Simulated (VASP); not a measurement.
# NaI (zincblende type): electric field gradients with PBE

The system is NaI (zincblende type).

```
CELL_PARAMETERS angstrom
0.00000 3.58138 3.58138
3.58138 0.00000 3.58138
3.58138 3.58138 0.00000
ATOMIC_POSITIONS crystal
Na 0.00000 0.00000 0.00000
I 0.25000 0.25000 0.25000
```

```yaml
Program: VASP 6.6.1
Task: electric field gradients
Functional: PBE
Potentials_or_basis: VASP PAW PBE potentials, release 64 (Na_pv, I)
Cutoff: 520 eV
k_mesh: 10 × 10 × 10
Occupations: fermi-dirac, width 0.05 eV
Spin: non-collinear spin, zero start, spin-orbit coupling
Starting_moments: "[[0.0, 0.0, 0.0], [0.0, 0.0, 0.0]] μB"
Dipole_correction: no
Further_INCAR_settings: ALGO = Normal; EDIFF = 1e-08; NBANDS = 26
```

```
Pressure                                              : 0.0 GPa
Net moment                                            : 0.00 μB per cell
Valence electrons inside the program's atomic spheres : Na 6.02; I 4.35
```

Moments on the atoms (μB; x, y, z):
```
Na  0.00 0.00 0.00
I   0.00 0.00 0.00
```

Wall time 4.4 min on 1 × NVIDIA H100 80GB with 1 thread of AMD EPYC 7R13 Processor (Zen 3), with other jobs on the host, peak memory 1.6 GiB.

Caveat: without QUAD_EFG the Cq values of the log hold for a quadrupole moment of 1 mb, not for the nuclei.
